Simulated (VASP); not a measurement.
# CoO (R-3m) in VASP: notebook

Runs on CoO. Level: PBE+U. Tasks: single point.

All numbers are computed with VASP 6.6.1; they aren't measurements. Logs are shortened: lines on timing, memory, paths and dates and some standing lists are left out, and cuts for length are marked.

**1. The cell of the first run**

Symmetry: R-3m, No. 166, trigonal system. The conventional cell has a = 2.978 Å, b = 2.978 Å, c = 7.191 Å, α = 90.00°, β = 90.00°, γ = 120.00°. Within 2.8 Å of Co (site symmetry -3m) lie 6 O at 2.10 Å. Within 2.8 Å of O (site symmetry -3m) lie 6 Co at 2.10 Å.

**2. Single point, PBE+U, collinear spin, ferromagnetic start (9.21 Å³/atom)**

INCAR

```
PREC = Accurate
ENCUT = 520
EDIFF = 1E-7
ISMEAR = 0
SIGMA = 0.02
LREAL = False
LASPH = True
NELM = 150
ALGO = Normal
ISIF = 2
LWAVE = False
LCHARG = False
ISPIN = 2
MAGMOM = 2.88 0.24
LORBIT = 11
LMAXMIX = 4
LDAU = True
LDAUTYPE = 2
LDAUL = 2 -1
LDAUU = 3.32 0
LDAUJ = 0 0
LDAUPRINT = 1
GGA = PE
NBANDS = 18
```

KPOINTS

```
regular mesh
0
Gamma
  12 12 12
```

POSCAR

```
CoO
1.0
    1.4891881172      0.8597831604      2.3969556025
   -1.4891881172      0.8597831604      2.3969556025
    0.0000000000     -1.7195663206      2.3969556026
Co O
1 1
Direct
    0.0000000000      0.0000000000      0.0000000000
    0.5000000000      0.5000000000      0.5000000000
```

Potentials or basis: VASP PAW PBE potentials, release 64 (Co, O).

Run with:

```
$ cat potpaw_PBE.64/Co/POTCAR potpaw_PBE.64/O/POTCAR > POTCAR
$ mpirun -np 1 vasp_std > vasp.out
```

OUTCAR:

```text
PREC = Accurate
   ENCUT = 520
   EDIFF = 1E-7
   ISMEAR = 0
   LREAL = False
   LASPH = True
   NELM = 150
   ISIF = 2
   ISPIN = 2
   LORBIT = 11
   GGA = PE

 ion  position               nearest neighbor table
   1  0.000  0.000  0.000-   2 2.10   2 2.10   2 2.10   2 2.10   2 2.10   2 2.10
   2  0.500  0.500  0.500-   1 2.10   1 2.10   1 2.10   1 2.10   1 2.10   1 2.10

  LATTYP: Found a trigonal (rhomboedric) cell.
 ALAT       =     2.9499668628
 COS(alpha) =     0.4903232240

  Lattice vectors:

 A1 = (   1.4891881172,   0.8597831604,   2.3969556025)
 A2 = (  -1.4891881172,   0.8597831604,   2.3969556025)
 A3 = (   0.0000000000,  -1.7195663206,   2.3969556026)

Analysis of symmetry for initial positions (statically):
=====================================================================
 Subroutine PRICEL returns:
 Original cell was already a primitive cell.

 Routine SETGRP: Setting up the symmetry group for a
 trigonal (rhombohedral) supercell.

 Subroutine GETGRP returns: Found 12 space group operations
 (whereof 12 operations were pure point group operations)
 out of a pool of 12 trial point group operations.

The static configuration has the point symmetry D_3d.

Analysis of symmetry for dynamics (positions and initial velocities):
=====================================================================
 Subroutine PRICEL returns:
 Original cell was already a primitive cell.

 Routine SETGRP: Setting up the symmetry group for a
 trigonal (rhombohedral) supercell.

 Subroutine GETGRP returns: Found 12 space group operations
 (whereof 12 operations were pure point group operations)
 out of a pool of 12 trial point group operations.

The dynamic configuration has the point symmetry D_3d.

Analysis of structural, dynamic, and magnetic symmetry:
=====================================================================
 Subroutine PRICEL returns:
 Original cell was already a primitive cell.

 Routine SETGRP: Setting up the symmetry group for a
 trigonal (rhombohedral) supercell.

 Subroutine GETGRP returns: Found 12 space group operations
 (whereof 12 operations were pure point group operations)
 out of a pool of 12 trial point group operations.

The overall configuration has the point symmetry D_3d.

 Subroutine INISYM returns: Found 12 space group operations
 (whereof 12 operations are pure point group operations),
 and found     1 'primitive' translations

----------------------------------------------------------------------------------------

                                     Primitive cell

  volume of cell :      18.4141

  direct lattice vectors                    reciprocal lattice vectors
     1.489188117  0.859783160  2.396955602     0.335753418  0.193847326  0.139065293
    -1.489188117  0.859783160  2.396955602    -0.335753418  0.193847326  0.139065293
     0.000000000 -1.719566321  2.396955603     0.000000000 -0.387694652  0.139065293

  length of vectors
     2.949966863  2.949966863  2.949966863     0.411881414  0.411881414  0.411881414

  position of ions in fractional coordinates (direct lattice)
     0.000000000  0.000000000  0.000000000
     0.500000000  0.500000000  0.500000000

  ion indices of the primitive-cell ions
   primitive index   ion index
                 1           1
                 2           2

----------------------------------------------------------------------------------------

 KPOINTS: regular mesh

Automatic generation of k-mesh.
 Grid dimensions read from file:
[... 61 lines left out ...]
   LSORBIT =      F    spin-orbit coupling
   LASPH  =      T    aspherical Exc in radial PAW
   ENCUT  =  520.0 eV  38.22 Ry    6.18 a.u.   5.48  5.48  5.48*2*pi/ulx,y,z
   NELM   =    150;   NELMIN=  2; NELMDL= -5     # of ELM steps
   EDIFF  = 0.1E-06   stopping-criterion for ELM
   LREAL  =      F    real-space projection
   EDIFFG = 0.1E-05   stopping-criterion for IOM
   NSW    =      0    number of steps for IOM
   IBRION =     -1    ionic relax: 0-MD 1-quasi-New 2-CG
   NFREE  =      0    steps in history (QN), initial steepest desc. (CG)
   ISIF   =      2    stress and relaxation
   ISYM   =      2    0-nonsym 1-usesym 2-fastsym
   POTIM  = 0.5000    time-step for ionic-motion
   TEBEG  =    0.0;   TEEND  =   0.0 temperature during run
   PSTRESS=    0.0 pullay stress
   NELECT =      15.0000    total number of electrons
   NUPDOWN=      -1.0000    fix difference up-down
   EMIN   =  10.00;   EMAX   =-10.00  energy-range for DOS
   EFERMI =   0.00;   METHOD = LEGACY
   ISMEAR =     0;   SIGMA  =   0.02  broadening in eV -4-tet -1-fermi 0-gaus
   EFERMI_NEDOS =   21; number of points for ismear=-14 and -15
   IALGO  =     38    algorithm
   IMIX   =      4    mixing-type and parameters
     AMIX     =   0.40;   BMIX     =  1.00
     AMIX_MAG =   1.60;   BMIX_MAG =  1.00
  volume/ion in A,a.u.               =       9.21        62.13
  Fermi-wavevector in a.u.,A,eV,Ry     =   1.528934  2.889266 31.805502  2.337638
  Thomas-Fermi vector in A             =   2.636624
   LORBIT       =     11    0 simple, 1 ext, 2 COOP (PROOUT), +10 PAW based schemes
 LDA+U is selected, type is set to LDAUTYPE =  2
   angular momentum for each species LDAUL =     2   -1
   U (eV)           for each species LDAUU =   3.3  0.0
   J (eV)           for each species LDAUJ =   0.0  0.0
   GGA     = PE    functional components
   LHFCALC =     F    Hartree Fock is set to
   AEXX    =    0.0000 exact exchange contribution
   IVDW    =     0    specifies the selected vdW correction
   LEPSILON=     F    determine dielectric tensor
   LRPA    =     F    only Hartree local field effects (RPA)
 spin polarized calculation
 Gauss-broadening in eV      SIGMA  =   0.02
  energy-cutoff  :      520.00
  volume of cell :       18.41
 maximum number of plane-waves:       531
 NGX is ok and might be reduce to    24
   NGX = 11   NGY = 11   NGZ = 11

atom =   1  type =  1  l = 2

 onsite density matrix

spin component  1

  0.9864  0.0000 -0.0000 -0.0228 -0.0000
  0.0000  1.0019 -0.0000 -0.0000 -0.0228
 -0.0000 -0.0000  0.9676 -0.0000 -0.0000
 -0.0228 -0.0000 -0.0000  1.0019  0.0000
 -0.0000 -0.0228 -0.0000  0.0000  0.9864

spin component  2

  0.4670 -0.0000  0.0000  0.1231 -0.0000
 -0.0000  0.1832  0.0000  0.0000  0.1231
  0.0000  0.0000  0.9582 -0.0000 -0.0000
  0.1231  0.0000 -0.0000  0.1832 -0.0000
 -0.0000  0.1231 -0.0000 -0.0000  0.4670

 occupancies and eigenvectors

  o =  0.1372  v =  0.0000  0.0000  0.0000  0.0000  0.0000  0.0000 -0.9369  0.0000  0.0000  0.3496      0.0000  0.0000  0.0000  0.0000  0.0000  0.0000  0.0000  0.0000  0.0000  0.0000
  o =  0.1372  v =  0.0000  0.0000  0.0000  0.0000  0.0000  0.3496  0.0000 -0.0000 -0.9369  0.0000      0.0000  0.0000  0.0000  0.0000  0.0000  0.0000  0.0000  0.0000  0.0000  0.0000
  o =  0.5130  v =  0.0000  0.0000  0.0000  0.0000  0.0000 -0.9369  0.0000 -0.0000 -0.3496  0.0000      0.0000  0.0000  0.0000  0.0000  0.0000  0.0000  0.0000  0.0000  0.0000  0.0000
  o =  0.5130  v =  0.0000  0.0000  0.0000  0.0000  0.0000  0.0000  0.3496 -0.0000  0.0000  0.9369      0.0000  0.0000  0.0000  0.0000  0.0000  0.0000  0.0000  0.0000  0.0000  0.0000
  o =  0.9582  v =  0.0000  0.0000  0.0000  0.0000  0.0000  0.0000  0.0000  1.0000  0.0000 -0.0000      0.0000  0.0000  0.0000  0.0000  0.0000  0.0000  0.0000  0.0000  0.0000  0.0000
  o =  0.9676  v = -0.0000 -0.0000 -1.0000 -0.0000 -0.0000  0.0000  0.0000  0.0000  0.0000  0.0000      0.0000  0.0000  0.0000  0.0000  0.0000  0.0000  0.0000  0.0000  0.0000  0.0000
  o =  0.9701  v = -0.8127 -0.0000  0.0000 -0.5826 -0.0000  0.0000  0.0000  0.0000  0.0000  0.0000      0.0000  0.0000  0.0000  0.0000  0.0000  0.0000  0.0000  0.0000  0.0000  0.0000
  o =  0.9701  v = -0.0000  0.5826 -0.0000 -0.0000  0.8127  0.0000  0.0000  0.0000  0.0000  0.0000      0.0000  0.0000  0.0000  0.0000  0.0000  0.0000  0.0000  0.0000  0.0000  0.0000
  o =  1.0182  v =  0.0000 -0.8127  0.0000 -0.0000  0.5826  0.0000  0.0000  0.0000  0.0000  0.0000      0.0000  0.0000  0.0000  0.0000  0.0000  0.0000  0.0000  0.0000  0.0000  0.0000
  o =  1.0182  v = -0.5826 -0.0000 -0.0000  0.8127  0.0000  0.0000  0.0000  0.0000  0.0000  0.0000      0.0000  0.0000  0.0000  0.0000  0.0000  0.0000  0.0000  0.0000  0.0000  0.0000

 number of electron      14.9999999 magnetization       3.0000394

 Free energy of the ion-electron system (eV)
  ---------------------------------------------------
  ext. energy  EPLUGINS =         0.00000000
  ---------------------------------------------------
  free energy    TOTEN  =       -11.46055879 eV

  energy without entropy =      -11.46031614  energy(sigma->0) =      -11.46043746

 E-fermi :   8.3819     XC(G=0): -12.6579

 val. band max:        8.3756400364   @ k =   0.5000   0.0000  -0.0000
 cond. band min:       8.3829157313   @ k =  -0.3333   0.3333   0.2500
 fundamental gap:      0.0072756949
 Fermi energy:         8.3819484987

 spin component 1

 k-point     1 :       0.0000    0.0000    0.0000
  band No.  band energies     occupation
      1     -11.8611      1.00000
      2       3.4259      1.00000
      3       3.4259      1.00000
      4       3.6027      1.00000
      5       3.6027      1.00000
      6       4.3305      1.00000
[... 1001 lines left out ...]
     17      37.3383      0.00000
     18      39.0687      0.00000

 [... further k-points ...]
[... 5 lines left out ...]
  --------------------------------------------------------------------------------------
  -------------------------------------------------------------------------------------
  Total        1.1891756      1.1891756      1.0230814      0.0000000     -0.0000000      0.0000000
  in kB      103.4681889    103.4681889     89.0166040      0.0000000     -0.0000000      0.0000000
  external PRESSURE =      98.6509939 kB  Pullay stress =       0.0000000 kB

 VOLUME and BASIS-vectors are now :
 -----------------------------------------------------------------------------
  energy-cutoff  :      520.00
  volume of cell :       18.41
      direct lattice vectors                 reciprocal lattice vectors
     1.489188117  0.859783160  2.396955602     0.335753418  0.193847326  0.139065293
    -1.489188117  0.859783160  2.396955602    -0.335753418  0.193847326  0.139065293
     0.000000000 -1.719566321  2.396955603     0.000000000 -0.387694652  0.139065293

 POSITION                                       TOTAL-FORCE (eV/Angst)
 -----------------------------------------------------------------------------------
      0.00000      0.00000      0.00000        -0.000000     -0.000000      0.000000
      0.00000      0.00000      3.59543         0.000000      0.000000     -0.000000
 -----------------------------------------------------------------------------------
    total drift:                               -0.000000      0.000000     -0.000000

  FREE ENERGIE OF THE ION-ELECTRON SYSTEM (eV)
  ---------------------------------------------------
  free  energy   TOTEN  =       -11.4605587863 eV

  energy  without entropy=      -11.4603161353  energy(sigma->0) =      -11.46043746

 total charge

# of ion       s       p       d       tot
------------------------------------------
    1        0.312   0.398   7.176   7.886
    2        1.553   3.475   0.000   5.028
--------------------------------------------------
tot          1.865   3.873   7.176  12.914

 magnetization (x)

# of ion       s       p       d       tot
------------------------------------------
    1        0.021   0.018   2.684   2.723
    2        0.025   0.236   0.000   0.260
--------------------------------------------------
tot          0.046   0.254   2.684   2.983
```

Run time: 54 s. Hardware: 1 thread of Intel Xeon 6975P-C (Granite Rapids), shared host; peak memory 0.23 GiB.

What came out:

| Quantity | Value |
| --- | --- |
| Free energy | -11.4606 eV |
| Pressure | 9.9 GPa |
| Band gap on the k mesh | zero (filled and empty bands overlap) |
| Net moment | 3.00 μB per cell |
| Site moments | Co +2.72; O +0.26 μB |
| Valence electrons inside the program's atomic spheres | Co 7.89; O 5.03 |

Levels at points of the mesh, in eV from the Fermi level:
Spin up:
| k point | band 5 | band 6 | band 7 | band 8 | band 9 | band 10 | band 11 | band 12 | band 13 | band 14 |
| --- | --- | --- | --- | --- | --- | --- | --- | --- | --- | --- |
| (0.00, 0.00, 0.00) | -4.78 | -4.05 | -2.93 | -2.93 | -2.81 | 1.54 | 17.26 | 17.54 | 17.54 | 18.15 |
| (0.50, 0.00, 0.00) | -4.06 | -3.52 | -2.99 | -0.38 | -0.34 | 5.45 | 10.00 | 13.91 | 14.20 | 20.67 |
| (0.50, 0.50, 0.00) | -4.26 | -4.13 | -3.89 | -3.78 | -3.23 | 6.37 | 10.48 | 11.27 | 16.44 | 16.73 |
| (0.50, 0.50, 0.50) | -4.07 | -4.07 | -2.46 | -0.36 | -0.36 | 5.38 | 10.23 | 13.72 | 13.72 | 20.66 |
Spin down:
```tsv
k point	band 3	band 4	band 5	band 6	band 7	band 8	band 9	band 10
(0.00, 0.00, 0.00)	-2.43	-2.43	-2.33	-0.98	-0.98	1.43	1.43	2.09
(0.50, 0.00, 0.00)	-4.45	-4.23	-1.41	-0.01	0.55	3.94	4.05	5.74
(0.50, 0.50, 0.00)	-3.78	-3.67	-2.95	-0.53	0.29	2.06	2.43	7.34
(0.50, 0.50, 0.50)	-4.51	-4.51	-1.02	0.41	0.41	3.95	3.95	5.66
```

Eigenvalues of the final occupation matrices:
| site | spin | trace | eigenvalues |
| --- | --- | --- | --- |
| site 1 d | 1 | 4.94 | 0.97 0.97 0.97 1.02 1.02 |
| site 1 d | 2 | 2.26 | 0.14 0.14 0.51 0.51 0.96 |

Caveat: the cell stands under pressure; a cell with one magnetic atom can't hold antiferromagnetic order, which such compounds often take. The state reached can hang on the start; a lower one may exist.

(Part 1 of 2 ends here.)
